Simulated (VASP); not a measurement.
# Ge (P6_3/mmc) in VASP: a series of runs, part 2 of 2

VASP 6.6.1.

### Step 3. Single point, r2SCAN (strain -0.015 along x and y, +0.030 along z)

The input, POSCAR:

```
Ge
1.0
    3.9357139709      0.0000000000      0.0000000000
   -1.9678569854      3.4084282808      0.0000000000
    0.0000000000      0.0000000000      6.8007922874
Ge
4
Direct
    0.6666666667      0.3333333333      0.0629814339
    0.3333333333      0.6666666667      0.5629814339
    0.6666666667      0.3333333333      0.4370185661
    0.3333333333      0.6666666667      0.9370185661
```

The input, INCAR.step1:

```
PREC = Accurate
ENCUT = 520
ISMEAR = 0
SIGMA = 0.03
LREAL = F
LASPH = T
NELM = 60
NBANDS = 36
GGA = PE
ALGO = Normal
EDIFF = 1E-4
LWAVE = T
LCHARG = F
```

The input, INCAR.step2:

```
PREC = Accurate
ENCUT = 520
EDIFF = 1E-6
ISMEAR = 0
SIGMA = 0.03
LREAL = F
LASPH = T
NELM = 60
ALGO = Normal
ISIF = 2
LWAVE = F
LCHARG = F
METAGGA = R2SCAN
LMIXTAU = T
NBANDS = 36
ISTART = 1
```

The input, KPOINTS:

```
regular mesh
0
Gamma
  12 12 6
```

Potentials or basis: VASP PAW PBE potentials, release 64 (Ge_d).

The run is started by

```
$ cat potpaw_PBE.64/Ge_d/POTCAR > POTCAR
$ cp INCAR.step1 INCAR
$ mpirun -np 1 vasp_std > vasp.out
$ cp INCAR.step2 INCAR
$ mpirun -np 1 vasp_std > vasp.out
```

OUTCAR:

```text
PREC = Accurate
   ENCUT = 520
   EDIFF = 1E-6
   ISMEAR = 0
   LREAL = F
   LASPH = T
   NELM = 60
   ISIF = 2
   METAGGA = R2SCAN
   ISTART = 1

 ion  position               nearest neighbor table
   1  0.667  0.333  0.063-   4 2.43   4 2.43   4 2.43   3 2.54
   2  0.333  0.667  0.563-   3 2.43   3 2.43   3 2.43   4 2.54
   3  0.667  0.333  0.437-   2 2.43   2 2.43   2 2.43   1 2.54
   4  0.333  0.667  0.937-   1 2.43   1 2.43   1 2.43   2 2.54

  LATTYP: Found a hexagonal cell.
 ALAT       =     3.9357139709
 C/A-ratio  =     1.7279691405

  Lattice vectors:

 A1 = (   3.9357139709,   0.0000000000,   0.0000000000)
 A2 = (  -1.9678569854,   3.4084282808,   0.0000000000)
 A3 = (   0.0000000000,   0.0000000000,   6.8007922874)

Analysis of symmetry for initial positions (statically):
=====================================================================
 Subroutine PRICEL returns:
 Original cell was already a primitive cell.

 Routine SETGRP: Setting up the symmetry group for a
 hexagonal supercell.

 Subroutine GETGRP returns: Found 24 space group operations
 (whereof 12 operations were pure point group operations)
 out of a pool of 24 trial point group operations.

The static configuration has the point symmetry D_3d.
 The point group associated with its full space group is D_6h.

Analysis of symmetry for dynamics (positions and initial velocities):
=====================================================================
 Subroutine PRICEL returns:
 Original cell was already a primitive cell.

 Routine SETGRP: Setting up the symmetry group for a
 hexagonal supercell.

 Subroutine GETGRP returns: Found 24 space group operations
 (whereof 12 operations were pure point group operations)
 out of a pool of 24 trial point group operations.

The dynamic configuration has the point symmetry D_3d.
 The point group associated with its full space group is D_6h.

 Subroutine INISYM returns: Found 24 space group operations
 (whereof 12 operations are pure point group operations),
 and found     1 'primitive' translations

----------------------------------------------------------------------------------------

                                     Primitive cell

  volume of cell :      91.2299

  direct lattice vectors                    reciprocal lattice vectors
     3.935713971  0.000000000  0.000000000     0.254083505  0.146695180  0.000000000
    -1.967856985  3.408428281  0.000000000     0.000000000  0.293390360  0.000000000
     0.000000000  0.000000000  6.800792287     0.000000000  0.000000000  0.147041691

  length of vectors
     3.935713971  3.935713971  6.800792287     0.293390360  0.293390360  0.147041691

  position of ions in fractional coordinates (direct lattice)
     0.666666667  0.333333333  0.062981434
     0.333333333  0.666666667  0.562981434
     0.666666667  0.333333333  0.437018566
     0.333333333  0.666666667  0.937018566

  ion indices of the primitive-cell ions
   primitive index   ion index
                 1           1
                 2           2
                 3           3
                 4           4

----------------------------------------------------------------------------------------

 KPOINTS: regular mesh

Automatic generation of k-mesh.
 Grid dimensions read from file:
 generate k-points for:   12   12    6

 Generating k-lattice:

  Cartesian coordinates                     Fractional coordinates (reciprocal lattice)
     0.021173625  0.012224598  0.000000000     0.083333333  0.000000000  0.000000000
     0.000000000  0.024449197  0.000000000     0.000000000  0.083333333  0.000000000
     0.000000000  0.000000000  0.024506949     0.000000000  0.000000000  0.166666667

  Length of vectors
     0.024449197  0.024449197  0.024506949

  Shift w.r.t. Gamma in fractional coordinates (k-lattice)
     0.000000000  0.000000000  0.000000000

 Subroutine IBZKPT returns following result:
 ===========================================

 Found     76 irreducible k-points:

 Following reciprocal coordinates:
            Coordinates               Weight
  0.000000  0.000000  0.000000      1.000000
  0.083333  0.000000  0.000000      6.000000
  0.166667  0.000000  0.000000      6.000000
  0.250000  0.000000  0.000000      6.000000
  0.333333  0.000000  0.000000      6.000000
  0.416667  0.000000  0.000000      6.000000
[... 16 lines left out ...]
  0.250000  0.000000  0.166667     12.000000
  0.333333  0.000000  0.166667     12.000000
 [... further k-points ...]
   k-points           NKPTS =     76   k-points in BZ     NKDIM =     76   number of bands    NBANDS=     36
   number of dos      NEDOS =    301   number of ions     NIONS =      4
   total plane-waves  NPLWV =  48600
   dimension x,y,z NGX =    30 NGY =   30 NGZ =   54
   dimension x,y,z NGXF=    60 NGYF=   60 NGZF=  108
   ions per type =               4
   NGX,Y,Z   is equivalent  to a cutoff of  12.67, 12.67, 13.20 a.u.
   NGXF,Y,Z  is equivalent  to a cutoff of  25.34, 25.34, 26.40 a.u.
 SYSTEM =  unknown system
   PREC   = accura    normal or accurate (medium, high low for compatibility)
   ISTART =      1    job   : 0-new  1-cont  2-samecut
   ICHARG =      0    charge: 1-file 2-atom 10-const
   ISPIN  =      1    spin polarized calculation?
   LNONCOLLINEAR =      F non collinear calculations
   LSORBIT =      F    spin-orbit coupling
   LASPH  =      T    aspherical Exc in radial PAW
   ENCUT  =  520.0 eV  38.22 Ry    6.18 a.u.   7.32  7.32 12.64*2*pi/ulx,y,z
   NELM   =     60;   NELMIN=  2; NELMDL=  0     # of ELM steps
   EDIFF  = 0.1E-05   stopping-criterion for ELM
   LREAL  =      F    real-space projection
   EDIFFG = 0.1E-04   stopping-criterion for IOM
   NSW    =      0    number of steps for IOM
   IBRION =     -1    ionic relax: 0-MD 1-quasi-New 2-CG
   NFREE  =      0    steps in history (QN), initial steepest desc. (CG)
   ISIF   =      2    stress and relaxation
   ISYM   =      2    0-nonsym 1-usesym 2-fastsym
   POTIM  = 0.5000    time-step for ionic-motion
   TEBEG  =    0.0;   TEEND  =   0.0 temperature during run
   PSTRESS=    0.0 pullay stress
   NELECT =      56.0000    total number of electrons
   NUPDOWN=      -1.0000    fix difference up-down
   EMIN   =  10.00;   EMAX   =-10.00  energy-range for DOS
   EFERMI =   0.00;   METHOD = LEGACY
   ISMEAR =     0;   SIGMA  =   0.03  broadening in eV -4-tet -1-fermi 0-gaus
   EFERMI_NEDOS =   21; number of points for ismear=-14 and -15
   IALGO  =     38    algorithm
   IMIX   =      4    mixing-type and parameters
     AMIX     =   0.40;   BMIX     =  1.00
     AMIX_MAG =   1.60;   BMIX_MAG =  1.00
  volume/ion in A,a.u.               =      22.81       153.91
  Fermi-wavevector in a.u.,A,eV,Ry     =   1.391314  2.629202 26.337535  1.935754
  Thomas-Fermi vector in A             =   2.515165
   LORBIT       =      0    0 simple, 1 ext, 2 COOP (PROOUT), +10 PAW based schemes
   METAGGA = R2SCAN    functional components
   LHFCALC =     F    Hartree Fock is set to
   AEXX    =    0.0000 exact exchange contribution
   IVDW    =     0    specifies the selected vdW correction
   LEPSILON=     F    determine dielectric tensor
   LRPA    =     F    only Hartree local field effects (RPA)
 non-spin polarized calculation
 Gauss-broadening in eV      SIGMA  =   0.03
  energy-cutoff  :      520.00
  volume of cell :       91.23
 maximum number of plane-waves:      2491
 NGX is ok and might be reduce to    30
   NGX = 15   NGY = 15   NGZ = 25

 number of electron      56.0000013 magnetization

 Free energy of the ion-electron system (eV)
  ---------------------------------------------------
  ext. energy  EPLUGINS =         0.00000000
  ---------------------------------------------------
  free energy    TOTEN  =       -55.34961346 eV

  energy without entropy =      -55.34956612  energy(sigma->0) =      -55.34958979

 E-fermi :   4.9163     XC(G=0): -10.7778

 val. band max:        4.9137915235   @ k =   0.0000   0.0000   0.0000
 cond. band min:       5.2051201590   @ k =   0.5000   0.0000   0.3333
 fundamental gap:      0.2913286355
 Fermi energy:         4.9163401425

 k-point     1 :       0.0000    0.0000    0.0000
  band No.  band energies     occupation
      1     -20.8093      2.00000
      2     -20.8093      2.00000
      3     -20.7770      2.00000
      4     -20.7770      2.00000
      5     -20.7297      2.00000
      6     -20.7296      2.00000
[... 28 lines left out ...]
     35       9.6065      0.00000
     36      11.6543      0.00000
[... 866 lines left out ...]
      6     -20.7118      2.00000
[... 28 lines left out ...]
     35      12.7495      0.00000
     36      12.9399      0.00000

 [... further k-points ...]
[... 5 lines left out ...]
  --------------------------------------------------------------------------------------
  -------------------------------------------------------------------------------------
  Total        1.7004350      1.7004350     -2.7959169      0.0000000      0.0000000      0.0000000
  in kB       29.8629989     29.8629989    -49.1018264      0.0000000      0.0000000      0.0000000
  external PRESSURE =       3.5413905 kB  Pullay stress =       0.0000000 kB

 VOLUME and BASIS-vectors are now :
 -----------------------------------------------------------------------------
  energy-cutoff  :      520.00
  volume of cell :       91.23
      direct lattice vectors                 reciprocal lattice vectors
     3.935713971  0.000000000  0.000000000     0.254083505  0.146695180  0.000000000
    -1.967856985  3.408428281  0.000000000     0.000000000  0.293390360  0.000000000
     0.000000000  0.000000000  6.800792287     0.000000000  0.000000000  0.147041691

 POSITION                                       TOTAL-FORCE (eV/Angst)
 -----------------------------------------------------------------------------------
      1.96786      1.13614      0.42832         0.000000     -0.000000      0.345975
     -0.00000      2.27229      3.82872         0.000000     -0.000000      0.345975
      1.96786      1.13614      2.97207        -0.000000      0.000000     -0.345975
     -0.00000      2.27229      6.37247        -0.000000      0.000000     -0.345975
 -----------------------------------------------------------------------------------
    total drift:                               -0.000000      0.000000      0.000000

  FREE ENERGIE OF THE ION-ELECTRON SYSTEM (eV)
  ---------------------------------------------------
  free  energy   TOTEN  =       -55.3496134612 eV

  energy  without entropy=      -55.3495661208  energy(sigma->0) =      -55.34958979
```

Run time: 5.5 min. Hardware: 1 thread of Intel Xeon 6975P-C (Granite Rapids), shared host; peak memory 0.34 GiB.

Results:

```
Free energy            : -55.3496 eV
Pressure               : 0.4 GPa
Largest force          : 0.346 eV/Å
Band gap on the k mesh : zero (filled and empty bands touch)
```

Forces in eV/Å, atoms in the order of the input:
```
Ge   0.000  0.000  0.346
Ge   0.000  0.000  0.346
Ge   0.000  0.000 -0.346
Ge   0.000  0.000 -0.346
```

Levels at points of the mesh, in eV from the Fermi level:
| k point | band 24 | band 25 | band 26 | band 27 | band 28 | band 29 | band 30 | band 31 | band 32 | band 33 |
| --- | --- | --- | --- | --- | --- | --- | --- | --- | --- | --- |
| (0.00, 0.00, 0.00) | -1.45 | -1.45 | -0.37 | -0.03 | 0.00 | 0.00 | 0.53 | 2.55 | 2.55 | 2.56 |
| (0.50, 0.00, 0.00) | -7.29 | -4.81 | -3.20 | -2.96 | -1.74 | 0.84 | 1.64 | 3.59 | 3.93 | 4.02 |
| (0.00, 0.00, 0.50) | -5.20 | -0.87 | -0.87 | -0.87 | -0.87 | 1.19 | 1.19 | 3.60 | 3.60 | 3.60 |
| (0.50, 0.00, 0.50) | -8.32 | -2.91 | -2.91 | -2.59 | -2.59 | 0.54 | 0.54 | 2.18 | 2.18 | 6.33 |

Caveat: the cell differs from its parent crystal (strain -0.015 along x and y, +0.030 along z); the PAW data sets were made with another functional, which shifts forces and pressure a little.

### Step 4. Single point, r2SCAN (strain -0.030 along x and y, +0.000 along z)

The input, POSCAR:

```
Ge
1.0
    3.8757792404      0.0000000000      0.0000000000
   -1.9378896202      3.3565232816      0.0000000000
    0.0000000000      0.0000000000      6.6027109586
Ge
4
Direct
    0.6666666667      0.3333333333      0.0629814339
    0.3333333333      0.6666666667      0.5629814339
    0.6666666667      0.3333333333      0.4370185661
    0.3333333333      0.6666666667      0.9370185661
```

The input, INCAR.step1:

```
  PREC = Accurate
  ENCUT = 520
  ISMEAR = 0
  SIGMA = 0.03
  LREAL = F
  LASPH = T
  NELM = 80
  NBANDS = 36
  GGA = PE
  ALGO = Normal
  EDIFF = 1E-4
  LWAVE = T
  LCHARG = F
```

The input, INCAR.step2:

```
  PREC = Accurate
  ENCUT = 520
  EDIFF = 1E-6
  ISMEAR = 0
  SIGMA = 0.03
  LREAL = F
  LASPH = T
  NELM = 80
  ALGO = Normal
  ISIF = 2
  LWAVE = F
  LCHARG = T
  METAGGA = R2SCAN
  LMIXTAU = T
  LELF = T
  LVHAR = T
  NBANDS = 36
  ISTART = 1
```

KPOINTS is that of step 3.

The run is started by

```
$ cat potpaw_PBE.64/Ge_d/POTCAR > POTCAR
$ cp INCAR.step1 INCAR
$ mpirun -np 1 vasp_std > vasp.out
$ cp INCAR.step2 INCAR
$ mpirun -np 1 vasp_std > vasp.out
```

It took 13 min on 1 thread of Oxide Virtual Turin-like, shared host; peak memory 0.28 GiB.

It converged, with:

| Property | Result |
| --- | --- |
| Free energy | -55.2981 eV |
| Pressure | 5.2 GPa |
| Largest force | 0.347 eV/Å |
| Band gap on the k mesh | 0.36 eV, indirect (least direct gap 0.57 eV) |

Forces in eV/Å, atoms in the order of the input:
```
Ge   0.000  0.000  0.347
Ge   0.000  0.000  0.347
Ge   0.000  0.000 -0.347
Ge   0.000  0.000 -0.347
```

Stress tensor (GPa, compression positive):
```
7.41 0.00 0.00
0.00 7.41 0.00
0.00 0.00 0.78
```

Levels at points of the mesh, in eV from the valence-band top:
```tsv
k point	band 26	band 27	band 28	band 29	band 30	band 31
(0.00, 0.00, 0.00)	-0.39	0.00	0.00	0.57	0.58	2.46
(0.50, 0.00, 0.00)	-3.48	-3.24	-1.84	0.70	1.90	3.61
(0.00, 0.00, 0.50)	-0.99	-0.99	-0.99	1.31	1.31	3.59
(0.50, 0.00, 0.50)	-3.06	-2.80	-2.80	0.60	0.60	2.12
```

Caveat: the cell differs from its parent crystal (strain -0.030 along x and y, +0.000 along z); the PAW data sets were made with another functional, which shifts forces and pressure a little. A k mesh can miss the band edges.

### Step 5. Single point, r2SCAN (strain -0.015 along x and y, -0.030 along z)

The input, POSCAR:

```
Ge
1.0
    3.9357139709      0.0000000000      0.0000000000
   -1.9678569854      3.4084282808      0.0000000000
    0.0000000000      0.0000000000      6.4046296298
Ge
4
Direct
    0.6666666667      0.3333333333      0.0629814339
    0.3333333333      0.6666666667      0.5629814339
    0.6666666667      0.3333333333      0.4370185661
    0.3333333333      0.6666666667      0.9370185661
```

Edit INCAR.step1 of step 4 so:

```diff
@@ -6,3 +6,3 @@
   LASPH = T
-  NELM = 80
+  NELM = 100
   NBANDS = 36
```

The input, INCAR.step2:

```
  PREC = Accurate
  ENCUT = 520
  EDIFF = 1E-6
  ISMEAR = 0
  SIGMA = 0.03
  LREAL = F
  LASPH = T
  NELM = 100
  ALGO = Normal
  ISIF = 2
  LWAVE = F
  LCHARG = F
  METAGGA = R2SCAN
  LMIXTAU = T
  NBANDS = 36
  ISTART = 1
```

KPOINTS is that of step 4.

Potentials or basis: VASP PAW PBE potentials, release 64 (Ge_d).

The run is started by

```
$ cat potpaw_PBE.64/Ge_d/POTCAR > POTCAR
$ cp INCAR.step1 INCAR
$ mpirun -np 1 vasp_std > vasp.out
$ cp INCAR.step2 INCAR
$ mpirun -np 1 vasp_std > vasp.out
```

OUTCAR:

```text
PREC = Accurate
   ENCUT = 520
   EDIFF = 1E-6
   ISMEAR = 0
   LREAL = F
   LASPH = T
   NELM = 100
   ISIF = 2
   METAGGA = R2SCAN
   ISTART = 1

 ion  position               nearest neighbor table
   1  0.667  0.333  0.063-   3 2.40   4 2.41   4 2.41   4 2.41
   2  0.333  0.667  0.563-   4 2.40   3 2.41   3 2.41   3 2.41
   3  0.667  0.333  0.437-   1 2.40   2 2.41   2 2.41   2 2.41
   4  0.333  0.667  0.937-   2 2.40   1 2.41   1 2.41   1 2.41

  LATTYP: Found a hexagonal cell.
 ALAT       =     3.9357139709
[... 1129 lines left out ...]
     35      13.0783      0.00000
     36      13.8088      0.00000

 [... further k-points ...]
[... 5 lines left out ...]
  --------------------------------------------------------------------------------------
  -------------------------------------------------------------------------------------
  Total        2.1030169      2.1030169      4.0461673      0.0000000     -0.0000000      0.0000000
  in kB       39.2176566     39.2176566     75.4540761      0.0000000     -0.0000000      0.0000000
  external PRESSURE =      51.2964631 kB  Pullay stress =       0.0000000 kB

 VOLUME and BASIS-vectors are now :
 -----------------------------------------------------------------------------
  energy-cutoff  :      520.00
  volume of cell :       85.92
      direct lattice vectors                 reciprocal lattice vectors
     3.935713971  0.000000000  0.000000000     0.254083505  0.146695180  0.000000000
    -1.967856985  3.408428281  0.000000000     0.000000000  0.293390360  0.000000000
     0.000000000  0.000000000  6.404629630     0.000000000  0.000000000  0.156137054

 POSITION                                       TOTAL-FORCE (eV/Angst)
 -----------------------------------------------------------------------------------
      1.96786      1.13614      0.40337        -0.000000      0.000000     -0.150461
     -0.00000      2.27229      3.60569         0.000000     -0.000000     -0.150461
      1.96786      1.13614      2.79894        -0.000000      0.000000      0.150461
     -0.00000      2.27229      6.00126         0.000000     -0.000000      0.150461
 -----------------------------------------------------------------------------------
    total drift:                               -0.000000      0.000000      0.000000

  FREE ENERGIE OF THE ION-ELECTRON SYSTEM (eV)
  ---------------------------------------------------
  free  energy   TOTEN  =       -55.3249883252 eV

  energy  without entropy=      -55.3249744364  energy(sigma->0) =      -55.32498138
```

OSZICAR.step1:

```text
N       E                     dE             d eps       ncg     rms          rms(c)
DAV:   1     0.499894460579E+03    0.49989E+03   -0.28104E+04  6380   0.438E+03
DAV:   2     0.685340167279E+02   -0.43136E+03   -0.42016E+03  5472   0.810E+02
DAV:   3    -0.134010915021E+02   -0.81935E+02   -0.80907E+02  5972   0.207E+02
DAV:   4    -0.179033272222E+02   -0.45022E+01   -0.44836E+01  6424   0.572E+01
DAV:   5    -0.179933748723E+02   -0.90048E-01   -0.90020E-01  6204   0.893E+00    0.489E+00
DAV:   6    -0.178504144032E+02    0.14296E+00   -0.70847E-02  6084   0.189E+00    0.288E+00
DAV:   7    -0.177748918177E+02    0.75523E-01   -0.12067E-01  5912   0.227E+00    0.199E-01
DAV:   8    -0.177784729841E+02   -0.35812E-02   -0.12599E-02  6016   0.932E-01    0.849E-02
DAV:   9    -0.177792470447E+02   -0.77406E-03   -0.91315E-04  4792   0.129E-01    0.184E-02
DAV:  10    -0.177792592588E+02   -0.12214E-04   -0.44597E-05  4508   0.817E-02
   1 F= -.17779259E+02 E0= -.17779240E+02  d E =-.393418E-04
```

Wall time 11 min (1 thread of Oxide Virtual Turin-like, shared host); peak memory 0.28 GiB.

What came out:

* Free energy: -55.3250 eV
* Pressure: 5.1 GPa
* Largest force: 0.150 eV/Å
* Band gap on the k mesh: 0.07 eV, direct

Forces on the atoms (eV/Å):
```
Ge   0.000  0.000 -0.150
Ge   0.000  0.000 -0.150
Ge   0.000  0.000  0.150
Ge   0.000  0.000  0.150
```

Levels at points of the mesh, in eV from the valence-band top:
```tsv
k point	band 26	band 27	band 28	band 29	band 30	band 31
(0.00, 0.00, 0.00)	-0.32	0.00	0.00	0.07	0.88	2.17
(0.50, 0.00, 0.00)	-3.64	-3.31	-1.74	0.47	2.04	3.73
(0.00, 0.00, 0.50)	-1.17	-1.17	-1.17	0.93	0.93	3.44
(0.50, 0.00, 0.50)	-2.92	-2.88	-2.88	0.67	0.67	2.24
```

Caveat: the cell differs from its parent crystal (strain -0.015 along x and y, -0.030 along z); the PAW data sets were made with another functional, which shifts forces and pressure a little. A k mesh can miss the band edges.

### Step 6. The runs side by side

| cell | gap on the mesh (eV) | pressure (GPa) | largest force (eV/Å) |
| --- | --- | --- | --- |
| a = 3.996, b = 3.996, c = 6.504 Å, angles 90.0, 90.0, 120.0°, 4 atoms | none | 1.2 | 0.15 |
| a = 3.936, b = 3.936, c = 6.801 Å, angles 90.0, 90.0, 120.0°, 4 atoms | none | 0.4 | 0.35 |
| a = 3.876, b = 3.876, c = 6.603 Å, angles 90.0, 90.0, 120.0°, 4 atoms | 0.36 | 5.2 | 0.35 |
| a = 3.936, b = 3.936, c = 6.405 Å, angles 90.0, 90.0, 120.0°, 4 atoms | 0.07 | 5.1 | 0.15 |

Alike in all rows: task single point; level r2SCAN; potentials or basis VASP PAW PBE potentials, release 64 (Ge_d); no spin polarisation; k mesh 12 × 12 × 6; cutoff (eV) 520; smearing gaussian 0.03 eV.

Caveats: the PAW data sets were made with another functional, which shifts forces and pressure a little.

Total energies depend on the potentials used, so only differences within one code and one set of settings carry meaning.
